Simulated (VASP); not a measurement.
Write the native input for VASP 6.6.1 that does the following.

```yaml
Task: single point
Functional: PBE
Potentials_or_basis: VASP PAW PBE potentials, release 64 (Co)
Cutoff: 520 eV
k_mesh: 26 × 26 × 26
Occupations: fermi-dirac, width 0.05 eV
Spin: collinear spin, ferromagnetic start
Starting_moments: "[1.841] μB"
Dipole_correction: no
Further_INCAR_settings: ALGO = Normal; EDIFF = 1e-06; NBANDS = 14
```

The structure of Co lies in POSCAR:

```
Co
1.0
   -1.4058358675      1.4058358675      1.4058358675
    1.4058358675     -1.4058358675      1.4058358675
    1.4058358675      1.4058358675     -1.4058358675
Co
1
Direct
    0.0000000000      0.0000000000      0.0000000000
```

This isn't the form of Co at room conditions, which is hcp.

One way to write it, as run:

INCAR

```
SYSTEM = Co
  ALGO = Normal
  EDIFF = 1E-6
  ENCUT = 520
  GGA = PE
  ISIF = 2
  ISMEAR = -1
  ISPIN = 2
  LASPH = .TRUE.
  LCHARG = .TRUE.
  LELF = .TRUE.
  LMAXMIX = 4
  LORBIT = 11
  LREAL = .FALSE.
  LVHAR = .TRUE.
  LWAVE = .FALSE.
  MAGMOM = 1.841
  NBANDS = 14
  NELM = 150
  PREC = Accurate
  SIGMA = 0.05
```

KPOINTS

```
k-points
0
G
  26 26 26
  0 0 0
```

Potentials or basis: VASP PAW PBE potentials, release 64 (Co).

Command:

```console
$ cat potpaw_PBE.64/Co/POTCAR > POTCAR
$ mpirun -np 1 vasp_std > vasp.out
```

It gave:

```
Pressure                                              : -0.9 GPa
Net moment                                            : 1.75 μB per cell
Site moments                                          : Co +1.77 μB
Valence electrons inside the program's atomic spheres : Co 8.22
```

It took 4.5 min on 1 thread of Intel Xeon 8259CL (shared host), peak memory 0.23 GiB.
